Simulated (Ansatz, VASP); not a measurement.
# As: VASP beside Ansatz

INCAR

```
SYSTEM = As
PREC = Accurate
ENCUT = 600
EDIFF = 1E-7
ISMEAR = 0
SIGMA = 0.1
LREAL = .False.
LASPH = .True.
NELM = 100
ALGO = Normal
ISIF = 3
LWAVE = .False.
LCHARG = .False.
GGA = PE
IBRION = 2
NSW = 100
EDIFFG = -0.005
```

File KPOINTS:

```
Automatic mesh
0
Gamma
  12 12 10
  0 0 0
```

POSCAR

```
As
1.0
    1.8259429108     -5.6934005771      0.0000000000
    1.8259429108      5.6934005771      0.0000000000
    0.0000000000      0.0000000000      4.7398728700
As
4
Direct
    0.1045582800      0.8954417200      0.0735437500
    0.8954417200      0.1045582800      0.9264562500
    0.3954417200      0.6045582800      0.5735437500
    0.6045582800      0.3954417200      0.4264562500
```

Input for Ansatz:

```yaml
crystal:
  lattice:
    - [1.8259429108, -5.6934005771, 0.0]
    - [1.8259429108, 5.6934005771, 0.0]
    - [0.0, 0.0, 4.73987287]
  atoms:
    - { symbol: As, position: [0.10455828, 0.89544172, 0.07354375] }
    - { symbol: As, position: [0.89544172, 0.10455828, 0.92645625] }
    - { symbol: As, position: [0.39544172, 0.60455828, 0.57354375] }
    - { symbol: As, position: [0.60455828, 0.39544172, 0.42645625] }
basis:
  ecutwfc: 420
kpoints:
  mp_grid: { grid: [12, 12, 10] }
hamiltonian:
  xc: pbe
scf:
  occupations: { method: gaussian, width: 0.1 }
output:
  forces: true
  stress: true
  eigenvalues: true
relax:
  adjacent_minimum: "off"
  f_tol: 0.005
  max_steps: 80
  cell: { stress_tol: 0.05 }
```

Alike in both runs: task relaxation of cell and atoms; functional PBE; k mesh 12 × 12 × 10; occupations gaussian, width 0.1 eV; no spin polarisation.

|  | VASP | Ansatz |
| --- | --- | --- |
| version | VASP 6.6.1 | Ansatz 0.2.0 |
| potentials or method | VASP PAW PBE potentials, release 64 (As), cutoff 600 eV | scalar-relativistic, plane waves, PAW |
| valence electrons in the cell | 20 | 60 |

Ansatz gave:

```
gap on the k mesh at the Fermi level, each at its own relaxed structure (eV) : none
relaxed volume (Å³/atom)                                                     : 24.87
relaxed cell length with the largest relative difference (Å)                 : 4.698
```

Q: Estimate VASP's values.

A: gap on the k mesh at the Fermi level, each at its own relaxed structure (eV): none; relaxed volume (Å³/atom): 24.81; relaxed cell length with the largest relative difference (Å): 4.681.

A gap of «none» marks a metal or a gap that the smearing closes. VASP's potentials hold 20 valence electrons a cell and Ansatz's 60, so a difference there can come from the potentials and not from the codes.
